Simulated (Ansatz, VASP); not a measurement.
## CdSe: VASP beside Ansatz

```
Cd Se
1.0
     0.00000    3.07027    3.07027
     3.07027    0.00000    3.07027
     3.07027    3.07027    0.00000
Cd Se
1 1
Cartesian
  0.0000 0.0000 0.0000
  4.6054 4.6054 4.6054
```

Alike in both runs: task single point; functional PBEsol; k mesh 6 × 6 × 6; occupations gaussian, width 0.1 eV; no spin polarisation.

|  | VASP | Ansatz |
| --- | --- | --- |
| version | VASP 6.6.1 | Ansatz 0.2.0 |
| potentials or method | VASP PAW PBE potentials, release 64 (Cd, Se), cutoff 500 eV | scalar-relativistic, plane waves, PAW |
| valence electrons in the cell | 18 | 36 |

|  | VASP | Ansatz | Ansatz less VASP |
| --- | --- | --- | --- |
| gap on the k mesh at the Fermi level (eV) | 0.42 | 0.42 | -0.001 |
| least direct gap on the mesh (eV) | 0.42 | 0.42 | -0.001 |
| pressure (GPa) | -1.1 | -1.4 | -0.29 |

VASP's potentials were made for PBE, not for PBEsol. The functional is the same, so the differences come from potentials, cutoffs and numerics. VASP's potentials hold 18 valence electrons a cell and Ansatz's 36, so a difference there can come from the potentials and not from the codes.
